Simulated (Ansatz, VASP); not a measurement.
# Sc: VASP beside Ansatz

```xyz
2
Lattice="3.3088 0.0000 0.0000 -1.6544 2.8655 0.0000 0.0000 0.0000 5.2943" Properties=species:S:1:pos:R:3 pbc="T T T"
Sc    0.0000    1.9103    1.3236
Sc    1.6544    0.9552    3.9708
```

Change from the starting cell: strain +0.0050 x Voigt [0, 0, 1, 0, 0, 0], atoms carried along.

Alike in both runs: task single point; functional PBE; k mesh 18 × 18 × 10; occupations gaussian, width 0.15 eV; no spin polarisation.

|  | VASP | Ansatz |
| --- | --- | --- |
| version | VASP 6.6.1 | Ansatz 0.2.0 |
| potentials or method | VASP PAW PBE potentials, release 64 (Sc_sv), cutoff 520 eV | scalar-relativistic, plane waves, PAW |
| valence electrons in the cell | 22 | 22 |

Ansatz gave:

- gap on the k mesh at the Fermi level (eV): none
- pressure (GPa): -0.9
- traceless stress, the component that is largest in VASP (GPa): -1.25

Task: Estimate VASP's values.

Result: gap on the k mesh at the Fermi level (eV): none; pressure (GPa): -0.8; traceless stress, the component that is largest in VASP (GPa): -1.25.

A gap of «none» marks a metal or a gap that the smearing closes.
